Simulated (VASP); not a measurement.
Runs of VASP 6.6.1 on Ru. The structure is that of space group P6_3/mmc (No. 194), or close to it. The cells are those of the table. 

```tsv
cell	gap on the mesh (eV)	pressure (GPa)
a = 2.688, b = 2.688, c = 4.253 Å, angles 90.0, 90.0, 120.0°, 2 atoms	none	0.5
a = 2.669, b = 2.669, c = 4.224 Å, angles 90.0, 90.0, 120.0°, 2 atoms	none	(a)
a = 2.724, b = 2.724, c = 4.310 Å, angles 90.0, 90.0, 120.0°, 2 atoms	none	-12.3
a = 2.706, b = 2.706, c = 4.196 Å, angles 90.0, 90.0, 120.0°, 2 atoms	none	0.8
```

Alike in all rows: task single point; level PBEsol; potentials or basis VASP PAW PBE potentials, release 64 (Ru_pv); no spin polarisation; k mesh 14 × 14 × 8; cutoff (eV) 520; smearing fermi-dirac 0.03 eV.

Estimate the missing entries.

(a) 8.0.

Caveats: the PAW data sets were made with another functional, which shifts forces and pressure a little; the cell stands under pressure (at least some runs); the cell stands under tension (at least some runs).

A k mesh can miss the band edges, and the runs leave out spin-orbit coupling on Ru.

A gap of «none» marks levels without a gap at the run's occupations.
